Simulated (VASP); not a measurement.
# Rh (P6_3/mmc) in VASP: notebook, part 2 of 2

VASP 6.6.1.

## 4. Relaxation of cell and atoms, LDA

This run uses another cell than the first one, of 13.61 Å³/atom.

The input, INCAR:

```
PREC = Accurate
ENCUT = 500
EDIFF = 1E-7
ISMEAR = 0
SIGMA = 0.05
LREAL = F
LASPH = T
NELM = 120
ALGO = Normal
ISIF = 3
LWAVE = F
LCHARG = F
GGA = CA
IBRION = 2
NSW = 80
EDIFFG = -0.03
GGA_COMPAT = F
NELMIN = 4
```

The input, KPOINTS:

```
Automatic mesh
0
Gamma
  7 7 4
```

The input, POSCAR:

```
Rh
1.0
    2.6800000000      0.0000000000      0.0000000000
   -1.3400000000      2.3209480821      0.0000000000
    0.0000000000      0.0000000000      4.3764400000
Rh
2
Direct
    0.3333333333      0.6666666667      0.2500000000
    0.6666666667      0.3333333333      0.7500000000
```

Potentials or basis: VASP PAW LDA potentials, release 64 (Rh_pv).

Command:

```
$ cat potpaw_LDA.64/Rh_pv/POTCAR > POTCAR
$ mpirun -np 1 vasp_std > vasp.out
```

OUTCAR:

```text
PREC = Accurate
   ENCUT = 500
   EDIFF = 1E-7
   ISMEAR = 0
   LREAL = F
   LASPH = T
   NELM = 120
   ISIF = 3
   GGA = CA
   IBRION = 2
   NSW = 80
   EDIFFG = -0.03
   NELMIN = 4

 ion  position               nearest neighbor table
   1  0.333  0.667  0.250-   2 2.68   2 2.68   2 2.68   2 2.68   2 2.68   2 2.68
   2  0.667  0.333  0.750-   1 2.68   1 2.68   1 2.68   1 2.68   1 2.68   1 2.68

  LATTYP: Found a hexagonal cell.
 ALAT       =     2.6800000000
 C/A-ratio  =     1.6330000000

  Lattice vectors:

 A1 = (   2.6800000000,   0.0000000000,   0.0000000000)
 A2 = (  -1.3400000000,   2.3209480821,   0.0000000000)
 A3 = (   0.0000000000,   0.0000000000,   4.3764400000)

Analysis of symmetry for initial positions (statically):
=====================================================================
 Subroutine PRICEL returns:
 Original cell was already a primitive cell.

 Routine SETGRP: Setting up the symmetry group for a
 hexagonal supercell.

 Subroutine GETGRP returns: Found 24 space group operations
 (whereof 12 operations were pure point group operations)
 out of a pool of 24 trial point group operations.

The static configuration has the point symmetry D_3d.
 The point group associated with its full space group is D_6h.

Analysis of symmetry for dynamics (positions and initial velocities):
=====================================================================
 Subroutine PRICEL returns:
 Original cell was already a primitive cell.

 Routine SETGRP: Setting up the symmetry group for a
 hexagonal supercell.

 Subroutine GETGRP returns: Found 24 space group operations
 (whereof 12 operations were pure point group operations)
 out of a pool of 24 trial point group operations.

The dynamic configuration has the point symmetry D_3d.
 The point group associated with its full space group is D_6h.

 Subroutine INISYM returns: Found 24 space group operations
 (whereof 12 operations are pure point group operations),
 and found     1 'primitive' translations

----------------------------------------------------------------------------------------

                                     Primitive cell

  volume of cell :      27.2221

  direct lattice vectors                    reciprocal lattice vectors
     2.680000000  0.000000000  0.000000000     0.373134328  0.215429205  0.000000000
    -1.340000000  2.320948082  0.000000000     0.000000000  0.430858410  0.000000000
     0.000000000  0.000000000  4.376440000     0.000000000  0.000000000  0.228496221

  length of vectors
     2.680000000  2.680000000  4.376440000     0.430858410  0.430858410  0.228496221

  position of ions in fractional coordinates (direct lattice)
     0.333333333  0.666666667  0.250000000
     0.666666667  0.333333333  0.750000000

  ion indices of the primitive-cell ions
   primitive index   ion index
                 1           1
                 2           2

----------------------------------------------------------------------------------------

 KPOINTS: Automatic mesh

Automatic generation of k-mesh.
 Grid dimensions read from file:
 generate k-points for:    7    7    4

 Generating k-lattice:

  Cartesian coordinates                     Fractional coordinates (reciprocal lattice)
     0.053304904  0.030775601  0.000000000     0.142857143  0.000000000  0.000000000
     0.000000000  0.061551201  0.000000000     0.000000000  0.142857143  0.000000000
     0.000000000  0.000000000  0.057124055     0.000000000  0.000000000  0.250000000

  Length of vectors
     0.061551201  0.061551201  0.057124055

  Shift w.r.t. Gamma in fractional coordinates (k-lattice)
     0.000000000  0.000000000  0.000000000

 Subroutine IBZKPT returns following result:
 ===========================================

 Found     24 irreducible k-points:

 Following reciprocal coordinates:
            Coordinates               Weight
  0.000000  0.000000  0.000000      1.000000
  0.142857  0.000000  0.000000      6.000000
  0.285714  0.000000  0.000000      6.000000
  0.428571 -0.000000  0.000000      6.000000
  0.142857  0.142857  0.000000      6.000000
  0.285714  0.142857  0.000000     12.000000
[... 16 lines left out ...]
  0.428571  0.142857  0.500000      6.000000
  0.285714  0.285714  0.500000      6.000000
   k-points           NKPTS =     24   k-points in BZ     NKDIM =     24   number of bands    NBANDS=     19
   number of dos      NEDOS =    301   number of ions     NIONS =      2
   total plane-waves  NPLWV =  12800
   dimension x,y,z NGX =    20 NGY =   20 NGZ =   32
   dimension x,y,z NGXF=    40 NGYF=   40 NGZF=   64
   ions per type =               2
   NGX,Y,Z   is equivalent  to a cutoff of  12.41, 12.41, 12.16 a.u.
   NGXF,Y,Z  is equivalent  to a cutoff of  24.81, 24.81, 24.31 a.u.
 SYSTEM =  unknown system
   PREC   = accura    normal or accurate (medium, high low for compatibility)
   ISTART =      0    job   : 0-new  1-cont  2-samecut
   ICHARG =      2    charge: 1-file 2-atom 10-const
   ISPIN  =      1    spin polarized calculation?
   LNONCOLLINEAR =      F non collinear calculations
   LSORBIT =      F    spin-orbit coupling
   LASPH  =      T    aspherical Exc in radial PAW
   ENCUT  =  500.0 eV  36.75 Ry    6.06 a.u.   4.89  4.89  7.98*2*pi/ulx,y,z
   NELM   =    120;   NELMIN=  4; NELMDL= -5     # of ELM steps
   EDIFF  = 0.1E-06   stopping-criterion for ELM
   LREAL  =      F    real-space projection
   EDIFFG = -.3E-01   stopping-criterion for IOM
   NSW    =     80    number of steps for IOM
   IBRION =      2    ionic relax: 0-MD 1-quasi-New 2-CG
   NFREE  =      1    steps in history (QN), initial steepest desc. (CG)
   ISIF   =      3    stress and relaxation
   ISYM   =      2    0-nonsym 1-usesym 2-fastsym
   POTIM  = 0.5000    time-step for ionic-motion
   TEBEG  =    0.0;   TEEND  =   0.0 temperature during run
   PSTRESS=    0.0 pullay stress
   NELECT =      30.0000    total number of electrons
   NUPDOWN=      -1.0000    fix difference up-down
   EMIN   =  10.00;   EMAX   =-10.00  energy-range for DOS
   EFERMI =   0.00;   METHOD = LEGACY
   ISMEAR =     0;   SIGMA  =   0.05  broadening in eV -4-tet -1-fermi 0-gaus
   EFERMI_NEDOS =   21; number of points for ismear=-14 and -15
   IALGO  =     38    algorithm
   IMIX   =      4    mixing-type and parameters
     AMIX     =   0.40;   BMIX     =  1.00
     AMIX_MAG =   1.60;   BMIX_MAG =  1.00
  volume/ion in A,a.u.               =      13.61        91.85
  Fermi-wavevector in a.u.,A,eV,Ry     =   1.690992  3.195511 38.905226  2.859453
  Thomas-Fermi vector in A             =   2.772839
   LORBIT       =      0    0 simple, 1 ext, 2 COOP (PROOUT), +10 PAW based schemes
   GGA     = CA    functional components
   LHFCALC =     F    Hartree Fock is set to
   AEXX    =    0.0000 exact exchange contribution
   IVDW    =     0    specifies the selected vdW correction
   LEPSILON=     F    determine dielectric tensor
   LRPA    =     F    only Hartree local field effects (RPA)
 conjugate gradient relaxation of ions
 non-spin polarized calculation
 Gauss-broadening in eV      SIGMA  =   0.05
  energy-cutoff  :      500.00
  volume of cell :       27.22
 maximum number of plane-waves:       705
 NGX is ok and might be reduce to    20
   NGX =  9   NGY =  9   NGZ = 15

--------------------------------------- Ionic step        1  -------------------------------------------

 number of electron      30.0000005 magnetization

 Free energy of the ion-electron system (eV)
  ---------------------------------------------------
  ext. energy  EPLUGINS =         0.00000000
  ---------------------------------------------------
  free energy    TOTEN  =       -17.35888046 eV

  energy without entropy =      -17.35619123  energy(sigma->0) =      -17.35753584

------------------------ aborting loop because EDIFF is reached ----------------------------------------

  FORCE on cell =-STRESS in cart. coord.  units (eV):
  Direction    XX          YY          ZZ          XY          YZ          ZX
  --------------------------------------------------------------------------------------
  -------------------------------------------------------------------------------------
  Total       -1.3402459     -1.3402459     -1.1836503     -0.0000000      0.0000000     -0.0000000
  in kB      -78.8812631    -78.8812631    -69.6647065     -0.0000000      0.0000000     -0.0000000
  external PRESSURE =     -75.8090776 kB  Pullay stress =       0.0000000 kB
[... 201 lines left out ...]
  energy  without entropy=      -17.3730636597  energy(sigma->0) =      -17.37438106

--------------------------------------- Ionic step        7  -------------------------------------------

 number of electron      30.0000001 magnetization

 Free energy of the ion-electron system (eV)
  ---------------------------------------------------
  ext. energy  EPLUGINS =         0.00000000
  ---------------------------------------------------
  free energy    TOTEN  =       -17.37572839 eV

  energy without entropy =      -17.37311771  energy(sigma->0) =      -17.37442305

 E-fermi :  12.5551     XC(G=0): -14.5773

 val. band max:       12.5504309028   @ k =   0.0000   0.0000   0.2500
 cond. band min:      12.5659353025   @ k =   0.2857   0.1429   0.0000
 fundamental gap:      0.0155043997
 Fermi energy:        12.5550758539

 k-point     1 :       0.0000    0.0000    0.0000
  band No.  band energies     occupation
      1     -34.6520      2.00000
      2     -33.9729      2.00000
      3     -33.9729      2.00000
      4     -33.8588      2.00000
      5     -33.8588      2.00000
      6     -33.8137      2.00000
[... 11 lines left out ...]
     18      13.0145      0.00000
     19      21.2326      0.00000
[... 533 lines left out ...]
  FREE ENERGIE OF THE ION-ELECTRON SYSTEM (eV)
  ---------------------------------------------------
  free  energy   TOTEN  =       -17.3757283931 eV

  energy  without entropy=      -17.3731177092  energy(sigma->0) =      -17.37442305

 reached required accuracy - stopping structural energy minimisation
```

CONTCAR:

```text
Rh
   1.00000000000000
     2.6556677585121684    0.0000000000000000   -0.0000000000000000
    -1.3278338792560842    2.2998757428416723   -0.0000000000000000
     0.0000000000000000    0.0000000000000000    4.3459087879024629
  Rh
     2
Direct
     0.3333333332999970    0.6666666667000030    0.2500000000000000
     0.6666666667000030    0.3333333332999970    0.7500000000000000

  0.00000000E+00  0.00000000E+00  0.00000000E+00
  0.00000000E+00  0.00000000E+00  0.00000000E+00
```

It took 42 s on 1 thread of Intel Xeon Platinum 8488C (Sapphire Rapids), shared host; peak memory 0.13 GiB.

What came out:

```
Free energy                           : -17.3757 eV
Relaxed volume                        : 13.27 Å³/atom
Relaxed cell                          : a = 2.656 Å, b = 2.656 Å, c = 4.346 Å, α = 90.00°, β = 90.00°, γ = 120.00°
Space group after relaxing (to 0.1 Å) : P6_3/mmc (No. 194)
Energy gained by relaxing             : 8.4 meV/atom
Ionic steps                           : 7
Pressure after relaxing               : -0.1 GPa
Band gap on the k mesh                : zero (bands 15 and 16 overlap by 2.30 eV)
```

The path:
```
step  energy change (eV)  largest force (eV/Å)  pressure (GPa)  volume (Å³)
   1              0.0000                0.0000           -7.58        27.22
   2              0.1169                0.0000           25.97        24.76
   3             -0.0168                0.0000           -0.21        26.55
   4             -0.0168                0.0000            0.00        26.53
   5             -0.0168                0.0000            0.16        26.52
   6             -0.0168                0.0000           -0.35        26.56
   7             -0.0168                0.0000           -0.09        26.54
```

Final structure:
```
Rh
1.0
     2.65567    0.00000    0.00000
    -1.32783    2.29988    0.00000
     0.00000    0.00000    4.34591
Rh
2
Direct
  0.33333 0.66667 0.25000
  0.66667 0.33333 0.75000
```

Levels at points of the mesh, in eV from the Fermi level:
```
           k point  band 11  band 12  band 13  band 14  band 15  band 16  band 17  band 18  band 19
(0.00, 0.00, 0.00)    -3.35    -2.81    -2.81    -2.02    -2.02     0.08     0.08     0.46     8.68
(0.00, 0.00, 0.50)    -3.43    -3.43    -3.43    -3.43    -0.54    -0.54    -0.54    -0.54    14.79
```

Caveat: the k points lie up to 0.39 Å⁻¹ apart in the final cell, too coarse for converged energies and pressures of a metal.

## 5. Relaxation of cell and atoms, LDA

The input, INCAR:

```
PREC = Accurate
ENCUT = 500
EDIFF = 1E-7
ISMEAR = 0
SIGMA = 0.05
LREAL = False
LASPH = True
NELM = 120
ALGO = Normal
ISIF = 3
LWAVE = False
LCHARG = False
IBRION = 2
NSW = 80
EDIFFG = -0.03
GGA_COMPAT = False
NELMIN = 4
```

The input, KPOINTS:

```
regular mesh
0
Gamma
  8 8 4
```

The input, POSCAR:

```
Rh
1.0
    2.6523256029      0.0000000000      0.0000000000
   -1.3261628014      2.2969813512      0.0000000000
    0.0000000000      0.0000000000      4.3421463276
Rh
2
Direct
    0.3333333333      0.6666666667      0.2500000000
    0.6666666667      0.3333333333      0.7500000000
```

Command:

```
$ cat potpaw_LDA.64/Rh_pv/POTCAR > POTCAR
$ mpirun -np 1 vasp_std > vasp.out
```

Run time: 40 s. Hardware: 1 thread of Intel Xeon Platinum 8488C (Sapphire Rapids), shared host; peak memory 0.14 GiB.

The run converged. Its results:

| Property | Result |
| --- | --- |
| Free energy | -17.2698 eV |
| Relaxed volume | 13.33 Å³/atom |
| Relaxed cell | a = 2.680 Å, b = 2.680 Å, c = 4.284 Å, α = 90.00°, β = 90.00°, γ = 120.00° |
| Space group after relaxing (to 0.1 Å) | P6_3/mmc (No. 194) |
| Energy gained by relaxing | 5.3 meV/atom |
| Ionic steps | 5 |
| Pressure after relaxing | -0.2 GPa |
| Band gap on the k mesh | zero (bands 15 and 16 overlap by 2.29 eV) |

Stress tensor (GPa, compression positive):
```
-0.26  0.00  0.00
 0.00 -0.26  0.00
 0.00  0.00 -0.06
```

Step by step:
```tsv
step	energy change (eV)	largest force (eV/Å)	pressure (GPa)	volume (Å³)
1	0.0000	0.0000	2.12	26.45
2	-0.0019	0.0000	-5.40	27.12
3	-0.0079	0.0000	-2.10	26.81
4	-0.0062	0.0000	2.29	26.46
5	-0.0105	0.0000	-0.19	26.65
```

Final structure:
```yaml
crystal:
  lattice:
    - [2.68044, 0.00000, 0.00000]
    - [-1.34022, 2.32133, 0.00000]
    - [0.00000, 0.00000, 4.28377]
  atoms:
    - { symbol: Rh, position: [0.33333, 0.66667, 0.25000] }
    - { symbol: Rh, position: [0.66667, 0.33333, 0.75000] }
```

Levels at points of the mesh, in eV from the Fermi level:
| k point | band 11 | band 12 | band 13 | band 14 | band 15 | band 16 | band 17 | band 18 | band 19 |
| --- | --- | --- | --- | --- | --- | --- | --- | --- | --- |
| (0.00, 0.00, 0.00) | -3.19 | -2.63 | -2.63 | -2.10 | -2.10 | 0.15 | 0.15 | 0.79 | 9.07 |
| (0.50, 0.00, 0.00) | -2.79 | -2.32 | -2.31 | 0.41 | 0.73 | 0.76 | 3.11 | 5.25 | 10.52 |
| (0.00, 0.00, 0.50) | -3.35 | -3.35 | -3.34 | -3.34 | -0.44 | -0.44 | -0.44 | -0.44 | 15.01 |
| (0.50, 0.00, 0.50) | -1.81 | -1.81 | -0.34 | -0.34 | 0.62 | 0.62 | 2.70 | 2.70 | 9.58 |

Caveat: the k points lie up to 0.37 Å⁻¹ apart in the final cell, too coarse for converged energies and pressures of a metal.

## 6. The runs side by side

| task | cell | k mesh | gap on the mesh (eV) | pressure (GPa) | relaxed volume (Å³/atom) |
| --- | --- | --- | --- | --- | --- |
| single point | a = 2.652, b = 2.652, c = 4.342 Å, angles 90.0, 90.0, 120.0°, 2 atoms | 7 × 7 × 4 | none | 0.9 | - |
| single point | a = 2.677, b = 2.677, c = 4.279 Å, angles 90.0, 90.0, 120.0°, 2 atoms | 8 × 8 × 4 | none | 1.0 | - |
| relaxation of cell and atoms | relaxed from a = 2.680, b = 2.680, c = 4.376 Å, angles 90.0, 90.0, 120.0°, 2 atoms | 7 × 7 × 4 | none | -0.1 | 13.27 |
| relaxation of cell and atoms | relaxed from a = 2.652, b = 2.652, c = 4.342 Å, angles 90.0, 90.0, 120.0°, 2 atoms | 8 × 8 × 4 | none | -0.2 | 13.33 |

Alike in all rows: level LDA; potentials or basis VASP PAW LDA potentials, release 64 (Rh_pv); no spin polarisation; cutoff (eV) 500; smearing gaussian 0.05 eV.

Caveats: all runs use coarse meshes.

Absolute energies hang on the potentials; compare differences alone.
